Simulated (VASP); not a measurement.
Here is a VASP 6.6.1 calculation.

File POSCAR:

```
MgO
1.0
    0.0000000000      2.1021674155      2.0601240671
    2.1021674155      0.0000000000      2.0601240671
    2.1021674155      2.1021674155      0.0000000000
Mg O
1 1
Direct
    0.0000000000      0.0000000000      0.0000000000
    0.5000000000      0.5000000000      0.5000000000
```

The input INCAR.step1:

```
SYSTEM = MgO
ALGO     = Normal         ! electronic algorithm
EDIFF    = 1E-4           ! SCF threshold, eV
ENCUT    = 520            ! plane-wave cutoff, eV
GGA      = PE             ! functional
ISMEAR   = 0              ! smearing method
LASPH    = .TRUE.         ! aspherical terms in the spheres
LCHARG   = .FALSE.        ! write CHGCAR
LREAL    = .FALSE.        ! projectors in reciprocal space
LWAVE    = .TRUE.         ! write WAVECAR
NBANDS   = 11             ! bands
NELM     = 60             ! most SCF steps
PREC     = Accurate       ! precision mode
SIGMA    = 0.01           ! smearing width, eV
```

INCAR.step2

```
SYSTEM = MgO
ALGO     = Normal         ! electronic algorithm
EDIFF    = 1E-6           ! SCF threshold, eV
ENCUT    = 520            ! plane-wave cutoff, eV
ISIF     = 2              ! what is computed and relaxed
ISMEAR   = 0              ! smearing method
ISTART   = 1            
LASPH    = .TRUE.         ! aspherical terms in the spheres
LCHARG   = .FALSE.        ! write CHGCAR
LMIXTAU  = .TRUE.       
LREAL    = .FALSE.        ! projectors in reciprocal space
LWAVE    = .FALSE.        ! write WAVECAR
METAGGA  = R2SCAN         ! meta-GGA
NBANDS   = 11             ! bands
NELM     = 60             ! most SCF steps
PREC     = Accurate       ! precision mode
SIGMA    = 0.01           ! smearing width, eV
```

The input KPOINTS:

```
k-points
0
G
  10 10 10
  0 0 0
```

Potentials or basis: VASP PAW PBE potentials, release 64 (Mg, O).

The run is started by

```console
$ cat potpaw_PBE.64/Mg/POTCAR potpaw_PBE.64/O/POTCAR > POTCAR
$ cp INCAR.step1 INCAR
$ mpirun -np 1 vasp_std > vasp.out
$ cp INCAR.step2 INCAR
$ mpirun -np 1 vasp_std > vasp.out
```

Task: Estimate the pressure.

Result: 2.5 GPa.

Task: Estimate the band gap on the k mesh.

Result: 5.85 eV.

Stress tensor (GPa, compression positive):
```
0.83 0.00 0.00
0.00 0.83 0.00
0.00 0.00 5.90
```

Caveat: the cell differs from its parent crystal (uniaxial z strain -2.0%); the PAW data sets were made with another functional, which shifts forces and pressure a little.
